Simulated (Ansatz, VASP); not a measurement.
## Hf3Ta: VASP beside Ansatz

```xyz
4
Lattice="3.2032 0.0000 0.0000 -1.6016 2.7741 0.0000 0.0000 0.0000 23.6094" Properties=species:S:1:pos:R:3 pbc="T T T"
Ta    2.4024    0.4623    8.1052
Hf   -0.8008    2.3117   10.4718
Hf    2.4024    0.4623   13.1376
Hf   -0.8008    2.3117   15.5042
```

Alike in both runs: task single point; functional PBE; k mesh 12 × 12 × 1; occupations fermi-dirac, width 0.1 eV; no spin polarisation.

|  | VASP | Ansatz |
| --- | --- | --- |
| version | VASP 6.6.1 | Ansatz 0.2.0 |
| potentials or method | VASP PAW PBE potentials, release 64 (Ta_pv, Hf_pv) | PAW with Ansatz's default frozen-core files, scalar-relativistic |
| plane-wave cutoff (eV) | 520 | 420 |
| valence electrons in the cell | 41 | 91 |

Ansatz gave:

| Item | Value |
| --- | --- |
| rms of the force components (eV/Å) | 0.252 |

Problem. Estimate VASP's values.

Solution. rms of the force components (eV/Å): 0.259.

Atom by atom the forces differ by 0.019 eV/Å (rms over components). VASP's potentials hold 41 valence electrons a cell and Ansatz's 91, so a difference there can come from the potentials and not from the codes.

Neither program's run includes spin-orbit coupling.
